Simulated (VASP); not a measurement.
# HgTe (F-43m) in VASP: a series of runs

HgTe is run at these levels: PBEsol, PBE; tasks: single point.

Program: VASP 6.6.1. These are calculated values, not measurements. Logs are shortened: lines on timing, memory, paths and dates and some standing lists are left out, and cuts for length are marked.

## 1. The cell of the first run

The structure is cubic, space group F-43m (No. 216). The conventional cell has a = 6.447 Å, b = 6.447 Å, c = 6.447 Å, α = 90.00°, β = 90.00°, γ = 90.00°. Hg (site symmetry -43m) has 4 Te at 2.79 Å within 3.7 Å. Within 3.7 Å of Te (site symmetry -43m) lie 4 Hg at 2.79 Å.

## 2. Single point, PBEsol

INCAR reads:

```
SYSTEM = HgTe
ALGO = Normal
EDIFF = 1E-6
ENCUT = 520
GGA = PS
ISIF = 2
ISMEAR = -1
LASPH = .True.
LCHARG = .False.
LREAL = .False.
LWAVE = .False.
NBANDS = 16
NELM = 60
PREC = Accurate
SIGMA = 0.05
```

KPOINTS reads:

```
k-points
0
Gamma
  9 9 9
  0 0 0
```

POSCAR reads:

```
HgTe
1.0
    0.0000000000      3.2235000000      3.2235000000
    3.2235000000      0.0000000000      3.2235000000
    3.2235000000      3.2235000000      0.0000000000
Hg Te
1 1
Direct
    0.0000000000      0.0000000000      0.0000000000
    0.7500000000      0.7500000000      0.7500000000
```

Potentials or basis: VASP PAW PBE potentials, release 64 (Hg, Te).

Launch:

```console
> cat potpaw_PBE.64/Hg/POTCAR potpaw_PBE.64/Te/POTCAR > POTCAR
> mpirun -np 1 vasp_std > vasp.out
```

OUTCAR:

```text
SYSTEM = HgTe
   EDIFF = 1E-6
   ENCUT = 520
   GGA = PS
   ISIF = 2
   ISMEAR = -1
   LASPH = .True.
   LREAL = .False.
   NELM = 60
   PREC = Accurate

 ion  position               nearest neighbor table
   1  0.000  0.000  0.000-   2 2.79   2 2.79   2 2.79   2 2.79
   2  0.750  0.750  0.750-   1 2.79   1 2.79   1 2.79   1 2.79

  LATTYP: Found a face centered cubic cell.
 ALAT       =     6.4470000000

  Lattice vectors:

 A1 = (   0.0000000000,   3.2235000000,   3.2235000000)
 A2 = (   3.2235000000,   0.0000000000,   3.2235000000)
 A3 = (   3.2235000000,   3.2235000000,   0.0000000000)

Analysis of symmetry for initial positions (statically):
=====================================================================
 Subroutine PRICEL returns:
 Original cell was already a primitive cell.

 Routine SETGRP: Setting up the symmetry group for a
 face centered cubic supercell.

 Subroutine GETGRP returns: Found 24 space group operations
 (whereof 24 operations were pure point group operations)
 out of a pool of 48 trial point group operations.

The static configuration has the point symmetry T_d .

Analysis of symmetry for dynamics (positions and initial velocities):
=====================================================================
 Subroutine PRICEL returns:
 Original cell was already a primitive cell.

 Routine SETGRP: Setting up the symmetry group for a
 face centered cubic supercell.

 Subroutine GETGRP returns: Found 24 space group operations
 (whereof 24 operations were pure point group operations)
 out of a pool of 48 trial point group operations.

The dynamic configuration has the point symmetry T_d .

 Subroutine INISYM returns: Found 24 space group operations
 (whereof 24 operations are pure point group operations),
 and found     1 'primitive' translations

----------------------------------------------------------------------------------------

                                     Primitive cell

  volume of cell :      66.9905

  direct lattice vectors                    reciprocal lattice vectors
     0.000000000  3.223500000  3.223500000    -0.155110904  0.155110904  0.155110904
     3.223500000  0.000000000  3.223500000     0.155110904 -0.155110904  0.155110904
     3.223500000  3.223500000  0.000000000     0.155110904  0.155110904 -0.155110904

  length of vectors
     4.558717418  4.558717418  4.558717418     0.268659967  0.268659967  0.268659967

  position of ions in fractional coordinates (direct lattice)
     0.000000000  0.000000000  0.000000000
     0.750000000  0.750000000  0.750000000

[... 77 lines left out ...]
   LREAL  =      F    real-space projection
   EDIFFG = 0.1E-04   stopping-criterion for IOM
   NSW    =      0    number of steps for IOM
   IBRION =     -1    ionic relax: 0-MD 1-quasi-New 2-CG
   NFREE  =      0    steps in history (QN), initial steepest desc. (CG)
   ISIF   =      2    stress and relaxation
   ISYM   =      2    0-nonsym 1-usesym 2-fastsym
   POTIM  = 0.5000    time-step for ionic-motion
   TEBEG  =    0.0;   TEEND  =   0.0 temperature during run
   PSTRESS=    0.0 pullay stress
   NELECT =      18.0000    total number of electrons
   NUPDOWN=      -1.0000    fix difference up-down
   EMIN   =  10.00;   EMAX   =-10.00  energy-range for DOS
   EFERMI =   0.00;   METHOD = LEGACY
   ISMEAR =    -1;   SIGMA  =   0.05  broadening in eV -4-tet -1-fermi 0-gaus
   EFERMI_NEDOS =   21; number of points for ismear=-14 and -15
   IALGO  =     38    algorithm
   IMIX   =      4    mixing-type and parameters
     AMIX     =   0.40;   BMIX     =  1.00
     AMIX_MAG =   1.60;   BMIX_MAG =  1.00
  volume/ion in A,a.u.               =      33.50       226.04
  Fermi-wavevector in a.u.,A,eV,Ry     =   1.056399  1.996305 15.183815  1.115979
  Thomas-Fermi vector in A             =   2.191633
   LORBIT       =      0    0 simple, 1 ext, 2 COOP (PROOUT), +10 PAW based schemes
   GGA     = PS    functional components
   LHFCALC =     F    Hartree Fock is set to
   AEXX    =    0.0000 exact exchange contribution
   IVDW    =     0    specifies the selected vdW correction
   LEPSILON=     F    determine dielectric tensor
   LRPA    =     F    only Hartree local field effects (RPA)
 non-spin polarized calculation
  energy-cutoff  :      520.00
  volume of cell :       66.99
 maximum number of plane-waves:      1823
 NGX is ok and might be reduce to    36
   NGX = 17   NGY = 17   NGZ = 17

 number of electron      18.0000001 magnetization

 Free energy of the ion-electron system (eV)
  ---------------------------------------------------
  ext. energy  EPLUGINS =         0.00000000
  ---------------------------------------------------
  free energy    TOTEN  =        -4.36654093 eV

  energy without entropy =       -4.36608375  energy(sigma->0) =       -4.36631234

 E-fermi :   3.0983     XC(G=0):  -8.9736

 val. band max:        3.0371148700   @ k =   0.0000   0.0000   0.0000
 cond. band min:       3.6085477518   @ k =   0.1111   0.0000   0.0000
 fundamental gap:      0.5714328818
 Fermi energy:         3.0983047406

 k-point     1 :       0.0000    0.0000    0.0000
  band No.  band energies     occupation
      1      -9.0447      2.00000
      2      -4.3563      2.00000
      3      -4.3563      2.00000
      4      -4.3563      2.00000
      5      -3.8108      2.00000
      6      -3.8108      2.00000
[... 433 lines left out ...]
      3      -4.0183      2.00000
      4      -4.0183      2.00000
      5      -3.7483      2.00000
      6      -3.4665      2.00000
[... 8 lines left out ...]
     15      13.2888      0.00000
     16      14.7875      0.00000

 [... further k-points ...]

------------------------ aborting loop because EDIFF is reached ----------------------------------------

  FORCE on cell =-STRESS in cart. coord.  units (eV):
  Direction    XX          YY          ZZ          XY          YZ          ZX
  --------------------------------------------------------------------------------------
  -------------------------------------------------------------------------------------
  Total        0.6023469      0.6023469      0.6023469      0.0000000      0.0000000     -0.0000000
  in kB       14.4060282     14.4060282     14.4060282      0.0000000      0.0000000     -0.0000000
  external PRESSURE =      14.4060282 kB  Pullay stress =       0.0000000 kB

 VOLUME and BASIS-vectors are now :
 -----------------------------------------------------------------------------
  energy-cutoff  :      520.00
  volume of cell :       66.99
      direct lattice vectors                 reciprocal lattice vectors
     0.000000000  3.223500000  3.223500000    -0.155110904  0.155110904  0.155110904
     3.223500000  0.000000000  3.223500000     0.155110904 -0.155110904  0.155110904
     3.223500000  3.223500000  0.000000000     0.155110904  0.155110904 -0.155110904

 POSITION                                       TOTAL-FORCE (eV/Angst)
 -----------------------------------------------------------------------------------
      0.00000      0.00000      0.00000        -0.000000      0.000000      0.000000
      4.83525      4.83525      4.83525         0.000000     -0.000000     -0.000000
 -----------------------------------------------------------------------------------
    total drift:                                0.000000      0.000000      0.000000

  FREE ENERGIE OF THE ION-ELECTRON SYSTEM (eV)
  ---------------------------------------------------
  free  energy   TOTEN  =        -4.3665409275 eV

  energy  without entropy=       -4.3660837458  energy(sigma->0) =       -4.36631234
```

OSZICAR:

```text
N       E                     dE             d eps       ncg     rms          rms(c)
DAV:   1     0.104255582822E+03    0.10426E+03   -0.80394E+03  1120   0.976E+02
DAV:   2    -0.910560115771E+00   -0.10517E+03   -0.98035E+02  1296   0.227E+02
DAV:   3    -0.457056587961E+01   -0.36600E+01   -0.36516E+01  1328   0.440E+01
DAV:   4    -0.460427952587E+01   -0.33714E-01   -0.33711E-01  1672   0.382E+00
DAV:   5    -0.460438225618E+01   -0.10273E-03   -0.10273E-03  1456   0.184E-01    0.781E+00
DAV:   6    -0.437965839411E+01    0.22472E+00   -0.44139E-01  1280   0.921E+00    0.621E+00
DAV:   7    -0.436877956050E+01    0.10879E-01   -0.10148E-01  1312   0.220E+00    0.228E+00
DAV:   8    -0.436676636615E+01    0.20132E-02   -0.10728E-02  1224   0.120E+00    0.579E-01
DAV:   9    -0.436652767904E+01    0.23869E-03   -0.70083E-04  1464   0.307E-01    0.121E-01
DAV:  10    -0.436653535772E+01   -0.76787E-05   -0.76569E-05  1368   0.805E-02    0.501E-02
DAV:  11    -0.436654233591E+01   -0.69782E-05   -0.20857E-05  1416   0.371E-02    0.313E-02
DAV:  12    -0.436654094618E+01    0.13897E-05   -0.34240E-06  1224   0.160E-02    0.155E-02
DAV:  13    -0.436654092746E+01    0.18718E-07   -0.29656E-07   672   0.315E-03
   1 F= -.43665409E+01 E0= -.43663123E+01  d E =-.457182E-03
```

It took 64 s on 1 thread of Intel Xeon 8259CL, shared host; peak memory 0.22 GiB.

Results:

- Free energy: -4.3665 eV
- Pressure: 1.4 GPa
- Band gap on the k mesh: zero (filled and empty bands touch)

Levels at points of the mesh, in eV from the Fermi level:
```tsv
k point	band 5	band 6	band 7	band 8	band 9	band 10	band 11	band 12	band 13	band 14
(0.00, 0.00, 0.00)	-6.91	-6.91	-0.85	-0.06	-0.06	-0.06	4.10	4.10	4.10	6.24
```

Caveat: semilocal functionals underestimate gaps, so a narrow gap can read as zero; the PAW data sets were made with another functional, which shifts forces and pressure a little; spin-orbit coupling is left out, which moves the levels of the heavy elements.

## 3. Single point, PBE, non-collinear spin, zero start, spin-orbit coupling

INCAR reads:

```
ALGO = Normal
EDIFF = 1E-7
ENCUT = 520
GGA = PE
GGA_COMPAT = False
ISIF = 2
ISMEAR = -1
LASPH = True
LCHARG = False
LORBIT = 11
LORBMOM = True
LREAL = False
LSORBIT = True
LWAVE = False
MAGMOM = 0 0 0 0 0 0
NBANDS = 30
NELM = 150
PREC = Accurate
SIGMA = 0.05
```

KPOINTS reads:

```
k-points
0
Gamma
  9 9 9
```

POSCAR is that of step 2.

Potentials or basis: VASP PAW PBE potentials, release 64 (Hg, Te).

Launch:

```console
> cat potpaw_PBE.64/Hg/POTCAR potpaw_PBE.64/Te/POTCAR > POTCAR
> mpirun -np 1 vasp_ncl > vasp.out
```

Wall time 8.8 min (1 thread of Intel Xeon 8259CL, shared host); peak memory 0.48 GiB.

The run converged. Its results:

* Free energy: -3.9744 eV
* Pressure: 3.9 GPa
* Net moment: 0.00 μB per cell
* Valence electrons inside the program's atomic spheres: Hg 10.55; Te 3.38

Moments on the atoms (μB; x, y, z):
```
Hg  0.00 0.00 0.00
Te  0.00 0.00 0.00
```

Caveat: the cell stands under pressure.
